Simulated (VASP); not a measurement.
# NbIn2S3 (P6/mmm) in VASP: single point with PBE

Aim: the single point of NbIn2S3 with PBE.

All numbers are computed with VASP 6.6.1; they aren't measurements. Logs are shortened: lines on timing, memory, paths and dates and some standing lists are left out, and cuts for length are marked.

## 1. The cell of the first run

It takes space group P6/mmm (No. 191, hexagonal). Conventional cell: a = 6.952 Å, b = 6.952 Å, c = 3.475 Å, α = 90.00°, β = 90.00°, γ = 120.00°. Within 4.6 Å of Nb (site symmetry 6/mmm) lie 2 Nb at 3.47 Å and 12 S at 3.89 Å and 6 In at 4.01 Å. In (site symmetry -6m2) has 6 S at 2.65 Å and 2 In at 3.47 Å within 3.5 Å. Within 3.5 Å of S (site symmetry mmm) lie 4 In at 2.65 Å and 6 S at 3.47 to 3.48 Å.

The cell was built from a structure type or drawn by symmetry, and may not be a known phase.

## 2. Single point, PBE, collinear spin

File INCAR:

```
PREC = Accurate
ENCUT = 520
EDIFF = 1E-6
ISMEAR = 0
SIGMA = 0.1
LREAL = F
LASPH = T
NELM = 150
ALGO = Fast
ISIF = 2
LWAVE = F
LCHARG = F
ISPIN = 2
MAGMOM = 3.23 0 0 0 0 0
LORBIT = 11
LMAXMIX = 4
GGA = PE
NBANDS = 42
```

File KPOINTS:

```
Automatic mesh
0
Gamma
  6 6 10
```

File POSCAR:

```
NbIn2S3
1.0
    6.9517135870      0.0000000000      0.0000000000
   -3.4758567935      6.0203605662      0.0000000000
    0.0000000000      0.0000000000      3.4745046997
Nb In S
1 2 3
Direct
    0.0000000000      0.0000000000      0.0000000000
    0.6666666667      0.3333333333      0.0000000000
    0.3333333333      0.6666666667      0.0000000000
    0.0000000000      0.5000000000      0.5000000000
    0.5000000000      0.0000000000      0.5000000000
    0.5000000000      0.5000000000      0.5000000000
```

Potentials or basis: VASP PAW PBE potentials, release 64 (Nb_sv, In_d, S).

On the command line:

```console
> cat potpaw_PBE.64/Nb_sv/POTCAR potpaw_PBE.64/In_d/POTCAR potpaw_PBE.64/S/POTCAR > POTCAR
> mpirun -np 1 vasp_std > vasp.out
```

OUTCAR:

```text
PREC = Accurate
   ENCUT = 520
   EDIFF = 1E-6
   ISMEAR = 0
   LREAL = F
   LASPH = T
   NELM = 150
   ISIF = 2
   ISPIN = 2
   LORBIT = 11
   GGA = PE

 ion  position               nearest neighbor table
   1  0.000  0.000  0.000-
   2  0.667  0.333  0.000-   4 2.65   4 2.65   5 2.65   5 2.65   6 2.65   6 2.65   3 4.01   3 4.01
                             3 4.01
   3  0.333  0.667  0.000-   4 2.65   4 2.65   5 2.65   5 2.65   6 2.65   6 2.65   2 4.01   2 4.01
                             2 4.01
   4  0.000  0.500  0.500-   2 2.65   3 2.65   2 2.65   3 2.65
   5  0.500  0.000  0.500-   2 2.65   3 2.65   2 2.65   3 2.65
   6  0.500  0.500  0.500-   2 2.65   3 2.65   2 2.65   3 2.65

  LATTYP: Found a hexagonal cell.
 ALAT       =     6.9517135870
 C/A-ratio  =     0.4998055021

  Lattice vectors:

 A1 = (   6.9517135870,   0.0000000000,   0.0000000000)
 A2 = (  -3.4758567935,   6.0203605662,   0.0000000000)
 A3 = (   0.0000000000,   0.0000000000,   3.4745046997)

Analysis of symmetry for initial positions (statically):
=====================================================================
 Subroutine PRICEL returns:
 Original cell was already a primitive cell.

 Routine SETGRP: Setting up the symmetry group for a
 hexagonal supercell.

 Subroutine GETGRP returns: Found 24 space group operations
 (whereof 24 operations were pure point group operations)
 out of a pool of 24 trial point group operations.

The static configuration has the point symmetry D_6h.

Analysis of symmetry for dynamics (positions and initial velocities):
=====================================================================
 Subroutine PRICEL returns:
 Original cell was already a primitive cell.

 Routine SETGRP: Setting up the symmetry group for a
 hexagonal supercell.

 Subroutine GETGRP returns: Found 24 space group operations
 (whereof 24 operations were pure point group operations)
 out of a pool of 24 trial point group operations.

The dynamic configuration has the point symmetry D_6h.

Analysis of structural, dynamic, and magnetic symmetry:
=====================================================================
 Subroutine PRICEL returns:
 Original cell was already a primitive cell.

 Routine SETGRP: Setting up the symmetry group for a
 hexagonal supercell.

 Subroutine GETGRP returns: Found 24 space group operations
 (whereof 24 operations were pure point group operations)
 out of a pool of 24 trial point group operations.

The overall configuration has the point symmetry D_6h.

 Subroutine INISYM returns: Found 24 space group operations
 (whereof 24 operations are pure point group operations),
 and found     1 'primitive' translations

----------------------------------------------------------------------------------------

                                     Primitive cell

  volume of cell :     145.4144

  direct lattice vectors                    reciprocal lattice vectors
     6.951713587  0.000000000  0.000000000     0.143849425  0.083051504  0.000000000
    -3.475856794  6.020360566  0.000000000     0.000000000  0.166103008  0.000000000
     0.000000000  0.000000000  3.474504700     0.000000000  0.000000000  0.287810807

  length of vectors
     6.951713587  6.951713587  3.474504700     0.166103008  0.166103008  0.287810807

  position of ions in fractional coordinates (direct lattice)
     0.000000000  0.000000000  0.000000000
     0.666666667  0.333333333  0.000000000
     0.333333333  0.666666667  0.000000000
     1.000000000  0.500000000  0.500000000
     0.500000000  0.000000000  0.500000000
     0.500000000  0.500000000  0.500000000

  ion indices of the primitive-cell ions
   primitive index   ion index
                 1           1
                 2           2
                 3           3
                 4           4
                 5           5
                 6           6

----------------------------------------------------------------------------------------

[... 31 lines left out ...]
  0.333333  0.166667  0.000000     12.000000
[... 16 lines left out ...]
  0.166667  0.000000  0.300000     12.000000
  0.333333  0.000000  0.300000     12.000000
 [... further k-points ...]
   k-points           NKPTS =     42   k-points in BZ     NKDIM =     42   number of bands    NBANDS=     42
   number of dos      NEDOS =    301   number of ions     NIONS =      6
   total plane-waves  NPLWV =  81648
   dimension x,y,z NGX =    54 NGY =   54 NGZ =   28
   dimension x,y,z NGXF=   108 NGYF=  108 NGZF=   56
   ions per type =               1   2   3
   NGX,Y,Z   is equivalent  to a cutoff of  12.91, 12.91, 13.40 a.u.
   NGXF,Y,Z  is equivalent  to a cutoff of  25.83, 25.83, 26.79 a.u.
 SYSTEM =  unknown system
   PREC   = accura    normal or accurate (medium, high low for compatibility)
   ISTART =      0    job   : 0-new  1-cont  2-samecut
   ICHARG =      2    charge: 1-file 2-atom 10-const
   ISPIN  =      2    spin polarized calculation?
   LNONCOLLINEAR =      F non collinear calculations
   LSORBIT =      F    spin-orbit coupling
   LASPH  =      T    aspherical Exc in radial PAW
   ENCUT  =  520.0 eV  38.22 Ry    6.18 a.u.  12.93 12.93  6.46*2*pi/ulx,y,z
   NELM   =    150;   NELMIN=  2; NELMDL= -5     # of ELM steps
   EDIFF  = 0.1E-05   stopping-criterion for ELM
   LREAL  =      F    real-space projection
   EDIFFG = 0.1E-04   stopping-criterion for IOM
   NSW    =      0    number of steps for IOM
   IBRION =     -1    ionic relax: 0-MD 1-quasi-New 2-CG
   NFREE  =      0    steps in history (QN), initial steepest desc. (CG)
   ISIF   =      2    stress and relaxation
   ISYM   =      2    0-nonsym 1-usesym 2-fastsym
   POTIM  = 0.5000    time-step for ionic-motion
   TEBEG  =    0.0;   TEEND  =   0.0 temperature during run
   PSTRESS=    0.0 pullay stress
   NELECT =      57.0000    total number of electrons
   NUPDOWN=      -1.0000    fix difference up-down
   EMIN   =  10.00;   EMAX   =-10.00  energy-range for DOS
   EFERMI =   0.00;   METHOD = LEGACY
   ISMEAR =     0;   SIGMA  =   0.10  broadening in eV -4-tet -1-fermi 0-gaus
   EFERMI_NEDOS =   21; number of points for ismear=-14 and -15
   IALGO  =     68    algorithm
   IMIX   =      4    mixing-type and parameters
     AMIX     =   0.40;   BMIX     =  1.00
     AMIX_MAG =   1.60;   BMIX_MAG =  1.00
  volume/ion in A,a.u.               =      24.24       163.55
  Fermi-wavevector in a.u.,A,eV,Ry     =   1.198112  2.264103 19.530782  1.435472
  Thomas-Fermi vector in A             =   2.334009
   LORBIT       =     11    0 simple, 1 ext, 2 COOP (PROOUT), +10 PAW based schemes
   GGA     = PE    functional components
   LHFCALC =     F    Hartree Fock is set to
   AEXX    =    0.0000 exact exchange contribution
   IVDW    =     0    specifies the selected vdW correction
   LEPSILON=     F    determine dielectric tensor
   LRPA    =     F    only Hartree local field effects (RPA)
 spin polarized calculation
 RMM-DIIS sequential band-by-band and
 Gauss-broadening in eV      SIGMA  =   0.10
  energy-cutoff  :      520.00
  volume of cell :      145.41
 maximum number of plane-waves:      3955
 NGX is ok and might be reduce to    54
   NGX = 25   NGY = 25   NGZ = 13

 number of electron      57.0000015 magnetization       3.4542892

 Free energy of the ion-electron system (eV)
  ---------------------------------------------------
  ext. energy  EPLUGINS =         0.00000000
  ---------------------------------------------------
  free energy    TOTEN  =       -24.51306518 eV

  energy without entropy =      -24.48710206  energy(sigma->0) =      -24.50008362

 E-fermi :   5.8623     XC(G=0):  -9.6911

 val. band max:        5.8614033457   @ k =   0.0000   0.0000   0.3000
 cond. band min:       5.8652514659   @ k =   0.1667   0.0000   0.4000
 fundamental gap:      0.0038481202
 Fermi energy:         5.8622894502

 spin component 1

 k-point     1 :       0.0000    0.0000    0.0000
  band No.  band energies     occupation
      1     -50.0267      1.00000
      2     -26.2076      1.00000
      3     -26.2076      1.00000
      4     -26.0877      1.00000
      5      -9.0032      1.00000
      6      -8.9573      1.00000
[... 1021 lines left out ...]
     39      11.6742      0.00000
     40      12.3158      0.00000

 [... further k-points ...]

 spin component 2

 k-point     1 :       0.0000    0.0000    0.0000
  band No.  band energies     occupation
      1     -48.4465      1.00000
      2     -24.5056      1.00000
      3     -24.2835      1.00000
      4     -24.2835      1.00000
      5      -9.0006      1.00000
      6      -8.9536      1.00000
[... 1021 lines left out ...]
     39      12.3773      0.00000
     40      12.6038      0.00000

 [... further k-points ...]

 [bands above 40 left out]

------------------------ aborting loop because EDIFF is reached ----------------------------------------

  FORCE on cell =-STRESS in cart. coord.  units (eV):
  Direction    XX          YY          ZZ          XY          YZ          ZX
  --------------------------------------------------------------------------------------
  -------------------------------------------------------------------------------------
  Total       -0.0329451     -0.0329451     -0.0608786      0.0000000     -0.0000000     -0.0000000
  in kB       -0.3629894     -0.3629894     -0.6707610      0.0000000     -0.0000000     -0.0000000
  external PRESSURE =      -0.4655799 kB  Pullay stress =       0.0000000 kB

 VOLUME and BASIS-vectors are now :
 -----------------------------------------------------------------------------
  energy-cutoff  :      520.00
  volume of cell :      145.41
      direct lattice vectors                 reciprocal lattice vectors
     6.951713587  0.000000000  0.000000000     0.143849425  0.083051504  0.000000000
    -3.475856794  6.020360566  0.000000000     0.000000000  0.166103008  0.000000000
     0.000000000  0.000000000  3.474504700     0.000000000  0.000000000  0.287810807

 POSITION                                       TOTAL-FORCE (eV/Angst)
 -----------------------------------------------------------------------------------
      0.00000      0.00000      0.00000        -0.000000      0.000000      0.000000
      3.47586      2.00679      0.00000         0.000000      0.000000     -0.000000
     -0.00000      4.01357      0.00000        -0.000000      0.000000      0.000000
     -1.73793      3.01018      1.73725        -0.000000      0.000000      0.000000
      3.47586      0.00000      1.73725        -0.000000      0.000000      0.000000
      1.73793      3.01018      1.73725        -0.000000      0.000000      0.000000
 -----------------------------------------------------------------------------------
    total drift:                               -0.000000      0.000000     -0.000000

  FREE ENERGIE OF THE ION-ELECTRON SYSTEM (eV)
  ---------------------------------------------------
  free  energy   TOTEN  =       -24.5130651847 eV

  energy  without entropy=      -24.4871020565  energy(sigma->0) =      -24.50008362

 total charge

# of ion       s       p       d       tot
------------------------------------------
    1        2.110   5.880   2.555  10.545
    2        0.825   0.556   9.934  11.315
    3        0.825   0.556   9.934  11.315
    4        1.355   2.343   0.000   3.698
    5        1.355   2.343   0.000   3.698
    6        1.355   2.343   0.000   3.698
--------------------------------------------------
tot          7.825  14.020  22.422  44.267

 magnetization (x)

# of ion       s       p       d       tot
------------------------------------------
    1        0.049   0.018   2.251   2.318
    2        0.001   0.005   0.003   0.009
    3        0.001   0.005   0.003   0.009
    4        0.004  -0.010   0.000  -0.006
    5        0.004  -0.010   0.000  -0.006
    6        0.004  -0.010   0.000  -0.006
--------------------------------------------------
tot          0.062  -0.001   2.257   2.319
```

It took 20 min on 1 thread of Oxide Virtual Turin-like, shared host; peak memory 0.56 GiB.

Results:

- Free energy: -24.5131 eV
- Pressure: 0.0 GPa
- Net moment: 3.45 μB per cell
- Site moments: Nb +2.32; In +0.01; S -0.01 μB
- Valence electrons inside the program's atomic spheres: Nb 10.54; In 11.31; S 3.70

Caveat: spin-orbit coupling is left out, which moves the levels of the heavy elements.
